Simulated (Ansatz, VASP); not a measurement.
**Al in VASP and in Ansatz**

The input INCAR:

```
  PREC = Accurate
  ENCUT = 520
  EDIFF = 1E-7
  ISMEAR = 0
  SIGMA = 0.1
  LREAL = False
  LASPH = True
  NELM = 60
  ALGO = Normal
  ISIF = 2
  LWAVE = False
  LCHARG = True
  GGA = PE
  LELF = True
  LVHAR = True
  NBANDS = 14
```

The input KPOINTS:

```
regular mesh
0
Gamma
  4 6 4
```

Contents of POSCAR:

```
Al
1.0
    4.8627146700      0.0000000000      0.0000000000
    0.0000000000      2.7981495300      0.0000000000
   -0.0920658900      0.0000000000      4.8997991700
Al
4
Direct
    0.2902624300      0.0000000000      0.2911867600
    0.2076684500      0.5000000000      0.8939372200
    0.7923315500      0.5000000000      0.1060627800
    0.7097375700      0.0000000000      0.7088132400
```

Input for Ansatz:

```yaml
crystal:
  lattice:
    - [4.86271467, 0.0, 0.0]
    - [0.0, 2.79814953, 0.0]
    - [-0.09206589, 0.0, 4.89979917]
  atoms:
    - { symbol: Al, position: [0.29026243, 0.0, 0.29118676] }
    - { symbol: Al, position: [0.20766845, 0.5, 0.89393722] }
    - { symbol: Al, position: [0.79233155, 0.5, 0.10606278] }
    - { symbol: Al, position: [0.70973757, 0.0, 0.70881324] }
basis:
  ecutwfc: 420
kpoints:
  mp_grid: { grid: [4, 6, 4] }
hamiltonian:
  xc: pbe
scf:
  occupations: { method: gaussian, width: 0.1 }
  lower_state_search: "off"
output:
  forces: true
  stress: true
  eigenvalues: true
```

Alike in both runs: task single point; functional PBE; k mesh 4 × 6 × 4; occupations gaussian, width 0.1 eV; no spin polarisation.

|  | VASP | Ansatz |
| --- | --- | --- |
| version | VASP 6.6.1 | Ansatz 0.2.0 |
| potentials or method | VASP PAW PBE potentials, release 64 (Al), cutoff 520 eV | scalar-relativistic, plane waves, PAW |
| valence electrons in the cell | 12 | 12 |

Ansatz gave:

```
gap on the k mesh at the Fermi level (eV)                     : none
pressure (GPa)                                                : 12.6
traceless stress, the component that is largest in VASP (GPa) : 5.82
rms of the force components (eV/Å)                            : 2.162
```

Question: What did VASP give for the same quantities?

Answer: gap on the k mesh at the Fermi level (eV): none; pressure (GPa): 12.6; traceless stress, the component that is largest in VASP (GPa): 5.83; rms of the force components (eV/Å): 2.163.

Atom by atom the forces differ by 0.001 eV/Å (rms over components). A gap of «none» marks a metal or a gap that the smearing closes.

The k mesh is coarse, so the values compare programs but aren't converged.
